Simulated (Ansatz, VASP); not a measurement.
One calculation of PbS, two programs

The input INCAR:

```
SYSTEM = PbS
PREC     = Accurate       ! precision mode
ENCUT    = 520            ! plane-wave cutoff, eV
EDIFF    = 1E-6           ! SCF threshold, eV
ISMEAR   = -1             ! smearing method
SIGMA    = 0.1            ! smearing width, eV
LREAL    = .FALSE.        ! projectors in reciprocal space
LASPH    = .TRUE.         ! aspherical terms in the spheres
NELM     = 80             ! most SCF steps
ALGO     = Normal         ! electronic algorithm
ISIF     = 2              ! what is computed and relaxed
LWAVE    = .FALSE.        ! write WAVECAR
LCHARG   = .FALSE.        ! write CHGCAR
GGA      = PE             ! functional
NBANDS   = 17             ! bands
```

The input KPOINTS:

```
Automatic mesh
0
G
  14 14 14
  0 0 0
```

Contents of POSCAR:

```
PbS
1.0
    0.0000000000      2.9428913400      2.9428913400
    2.9428913400      0.0000000000      2.9428913400
    2.9428913400      2.9428913400      0.0000000000
Pb S
1 1
Direct
    0.0000000000      0.0000000000      0.0000000000
    0.5000000000      0.5000000000      0.5000000000
```

Input for Ansatz:

```yaml
crystal:
  lattice:
    - [0.0, 2.94289134, 2.94289134]
    - [2.94289134, 0.0, 2.94289134]
    - [2.94289134, 2.94289134, 0.0]
  atoms:
    - { symbol: Pb, position: [0.0, 0.0, 0.0] }
    - { symbol: S, position: [0.5, 0.5, 0.5] }
kpoints:
  mp_grid: { grid: [14, 14, 14] }
scf:
  occupations: { method: fermi_dirac, width: 0.1 }
hamiltonian:
  xc: pbe
  pseudopotentials: { kind: paw }
output:
  forces: true
  stress: true
  eigenvalues: true
  populations: true
```

Change from the starting cell: volume scaled by 0.94, PAW files.

Alike in both runs: task single point; functional PBE; k mesh 14 × 14 × 14; occupations fermi-dirac, width 0.1 eV; no spin polarisation.

|  | VASP | Ansatz |
| --- | --- | --- |
| version | VASP 6.6.1 | Ansatz 0.2.0 |
| potentials or method | VASP PAW PBE potentials, release 64 (Pb_d, S) | PAW with Ansatz's default frozen-core files, scalar-relativistic |
| plane-wave cutoff (eV) | 520 | 420 |
| valence electrons in the cell | 20 | 20 |

|  | VASP | Ansatz | Ansatz less VASP |
| --- | --- | --- | --- |
| pressure (GPa) | 3.7 | 3.7 | +0.09 |

Neither program's run includes spin-orbit coupling.
